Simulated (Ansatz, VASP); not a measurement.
## Te3WCl2: VASP beside Ansatz

```
Te W Cl
1.0
     4.85449    0.00000    0.00000
    -2.42725    4.20412    0.00000
     0.00000    0.00000    8.80064
Te W Cl
3 1 2
Direct
  0.66667 0.33333 0.50000
  0.00000 0.00000 0.00000
  0.00000 0.00000 0.50000
  0.66667 0.33333 0.00000
  0.33333 0.66667 0.18708
  0.33333 0.66667 0.81292
```

Change from the starting cell: species swapped into the Gd2CoNi3 type (P-6m2, No. 187).

Alike in both runs: functional PBE; k mesh 6 × 6 × 2; occupations gaussian, width 0.1 eV; collinear spin.

Ansatz relaxed the structure, and its values are those at the end. VASP's run is a single point on that final structure, the one shown.

|  | VASP | Ansatz |
| --- | --- | --- |
| version | VASP 6.6.1 | Ansatz 0.2.0 |
| potentials or method | VASP PAW PBE potentials, release 64 (Te, W_sv, Cl), cutoff 520 eV | scalar-relativistic, plane waves, PAW |
| valence electrons in the cell | 46 | 76 |

|  | VASP | Ansatz | Ansatz less VASP |
| --- | --- | --- | --- |
| gap on the k mesh at the Fermi level (eV) | none | none | - |
| pressure (GPa) | 0.0 | 0.0 | +0.03 |
| net moment per atom (μB) | 0.38 | 0.38 | 0.000 |
| size of the moment on the site where the two differ most (μB) | 2.12 | 1.98 | -0.137 |

Site moments also hang on the region over which each program counts them. A gap of «none» marks a metal or a gap that the smearing closes. The functional is the same, so the differences come from potentials, cutoffs and numerics. VASP's potentials hold 46 valence electrons a cell and Ansatz's 76, so a difference there can come from the potentials and not from the codes. Ansatz's warnings: no starting moments.

Neither program's run includes spin-orbit coupling.
